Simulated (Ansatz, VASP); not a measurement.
## Au: VASP beside Ansatz

```
Au
1.0
     2.94010    0.00000    0.00000
     0.00000    4.15793    0.00000
     0.00000    0.00000   18.69830
Au
5
Direct
  0.00000 0.00000 0.34762
  0.50000 0.50000 0.41715
  0.00000 0.00000 0.50000
  0.50000 0.50000 0.58285
  0.00000 0.00000 0.65238
```

Alike in both runs: task single point; functional PBE; k mesh 12 × 9 × 1; occupations fermi-dirac, width 0.05 eV; no spin polarisation.

```csv
,VASP,Ansatz
version,VASP 6.6.1,Ansatz 0.2.0
potentials or method,"VASP PAW PBE potentials, release 64 (Au)","PAW with Ansatz's default frozen-core files, scalar-relativistic"
plane-wave cutoff (eV),520,420
valence electrons in the cell,55,95
```

VASP gave:

- rms of the force components (eV/Å): 0.004

**Question.** What did Ansatz give for the same quantities?

**Answer.** rms of the force components (eV/Å): 0.002.

Atom by atom the forces differ by 0.004 eV/Å (rms over components). The functional is the same, so the differences come from potentials, cutoffs and numerics. VASP's potentials hold 55 valence electrons a cell and Ansatz's 95, so a difference there can come from the potentials and not from the codes.

Neither program's run includes spin-orbit coupling.
